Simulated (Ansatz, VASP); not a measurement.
# Nb: VASP beside Ansatz

Contents of INCAR:

```
SYSTEM = Nb
PREC = Accurate ; ENCUT = 520
EDIFF = 1E-7 ; ISMEAR = -1
SIGMA = 0.05 ; LREAL = .False.
LASPH = .True. ; NELM = 150
ALGO = Normal ; ISIF = 2
LWAVE = .False. ; LCHARG = .False.
ISPIN = 2 ; MAGMOM = 1
LORBIT = 11 ; LMAXMIX = 4
GGA = PE ; NBANDS = 16
```

The input KPOINTS:

```
Automatic mesh
0
Gamma
  21 21 21
  0 0 0
```

File POSCAR:

```
Nb
1.0
    0.0000000000      2.1650056240      2.1650056240
    2.1650056240      0.0000000000      2.1650056240
    2.1650056240      2.1650056240      0.0000000000
Nb
1
Direct
    0.0000000000      0.0000000000      0.0000000000
```

Input for Ansatz:

```yaml
crystal:
  lattice:
    - [0.0, 2.165005624, 2.165005624]
    - [2.165005624, 0.0, 2.165005624]
    - [2.165005624, 2.165005624, 0.0]
  atoms:
    - { symbol: Nb, position: [0.0, 0.0, 0.0], spin: 1.0 }
hamiltonian:
  xc: pbe
  pseudopotentials:
    kind: paw
    azcp:
      Nb: "pseudopotentials/Nb.paw.azcp"
basis:
  ecutwfc: 420
  fft_grid_basis: typed
kpoints:
  mp_grid: { grid: [21, 21, 21], shift: [0, 0, 0] }
magnetization:
  spin_polarized: true
scf:
  occupations: { method: fermi_dirac, width: 0.05 }
output:
  stress: true
```

Alike in both runs: task single point; functional PBE; k mesh 21 × 21 × 21; occupations fermi-dirac, width 0.05 eV; collinear spin.

|  | VASP | Ansatz |
| --- | --- | --- |
| version | VASP 6.6.1 | Ansatz 0.2.0 |
| potentials or method | VASP PAW PBE potentials, release 64 (Nb_sv), cutoff 520 eV | plane waves (420 eV) with PAW, scalar-relativistic |
| valence electrons in the cell | 13 | 13 |

```csv
,VASP,Ansatz,Ansatz less VASP
pressure (GPa),-11.4,-11.1,+0.27
net moment per atom (μB),0.00,0.00,0.000
```

With one functional, cell and mesh, what is left measures potentials, basis and numerics. Ansatz's warnings: seeded moment not kept.
